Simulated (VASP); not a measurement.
# Sc: single point with PBE

The system is Sc.

```
CELL_PARAMETERS angstrom
2.18864 0.00000 0.00000
0.00000 2.18864 0.00000
0.00000 0.00000 2.18864
ATOMIC_POSITIONS crystal
Sc 0.00000 0.00000 0.00000
```

This isn't the form of Sc at room conditions, which is hcp.

| Quantity | Value |
| --- | --- |
| Program | VASP 6.6.1 |
| Task | single point |
| Functional | PBE |
| Potentials or basis | VASP PAW PBE potentials, release 64 (Sc_sv) |
| Cutoff | 520 eV |
| k mesh | 13 × 13 × 13 |
| Occupations | fermi-dirac, width 0.08 eV |
| Spin | no spin polarisation |
| Dipole correction | no |
| Further INCAR settings | ALGO = Normal; EDIFF = 1e-06; NBANDS = 12 |

```yaml
Pressure: 151.6 GPa
Band_gap_on_the_k_mesh: zero (an odd number of electrons rules out a gap without spin polarisation)
```

Levels at points of the mesh, in eV from the Fermi level:
```
           k point  band 2  band 3  band 4  band 5  band 6  band 7  band 8  band 9
(0.00, 0.00, 0.00)  -25.21  -25.21  -25.21   -4.34   -2.58   -2.58    9.00    9.00
```

It took 6.1 s on 1 thread of Intel Xeon 8259CL, with other jobs on the host, peak memory 0.12 GiB.

Caveat: the cell stands under pressure.
